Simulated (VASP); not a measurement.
A run of VASP 6.6.1 is set up as follows.

Contents of POSCAR:

```
BeTe
1.0
    0.0000000000      2.7609193709      2.7609193709
    2.7609193709      0.0000000000      2.7609193709
    2.7609193709      2.7609193709      0.0000000000
Be Te
1 1
Direct
    0.0000000000      0.0000000000      0.0000000000
    0.7500000000      0.7500000000      0.7500000000
```

INCAR.step1

```
SYSTEM = BeTe
PREC     = Accurate       ! precision mode
ENCUT    = 520            ! plane-wave cutoff, eV
ISMEAR   = 0              ! smearing method
SIGMA    = 0.01           ! smearing width, eV
LREAL    = .FALSE.        ! projectors in reciprocal space
LASPH    = .TRUE.         ! aspherical terms in the spheres
NELM     = 100            ! most SCF steps
NBANDS   = 11             ! bands
GGA      = PE             ! functional
ALGO     = Normal         ! electronic algorithm
EDIFF    = 1E-4           ! SCF threshold, eV
LWAVE    = .TRUE.         ! write WAVECAR
LCHARG   = .FALSE.        ! write CHGCAR
```

File INCAR.step2:

```
SYSTEM = BeTe
PREC     = Accurate       ! precision mode
ENCUT    = 520            ! plane-wave cutoff, eV
EDIFF    = 1E-6           ! SCF threshold, eV
ISMEAR   = 0              ! smearing method
SIGMA    = 0.01           ! smearing width, eV
LREAL    = .FALSE.        ! projectors in reciprocal space
LASPH    = .TRUE.         ! aspherical terms in the spheres
NELM     = 100            ! most SCF steps
ALGO     = Normal         ! electronic algorithm
ISIF     = 2              ! what is computed and relaxed
LWAVE    = .FALSE.        ! write WAVECAR
LCHARG   = .FALSE.        ! write CHGCAR
METAGGA  = R2SCAN         ! meta-GGA
LMIXTAU  = .TRUE.       
NBANDS   = 11             ! bands
ISTART   = 1
```

File KPOINTS:

```
Automatic mesh
0
G
  8 8 8
  0 0 0
```

Potentials or basis: VASP PAW PBE potentials, release 64 (Be, Te).

Command:

```bash
$ cat potpaw_PBE.64/Be/POTCAR potpaw_PBE.64/Te/POTCAR > POTCAR
$ cp INCAR.step1 INCAR
$ mpirun -np 1 vasp_std > vasp.out
$ cp INCAR.step2 INCAR
$ mpirun -np 1 vasp_std > vasp.out
```

(1) Estimate the pressure.

(2) What does it give for the band gap on the k mesh?

Results:

(1) 5.2 GPa.

(2) 2.18 eV, indirect (least direct gap 3.95 eV).

Caveat: the PAW data sets were made with another functional, which shifts forces and pressure a little; spin-orbit coupling is left out, which moves the levels of the heavy elements.
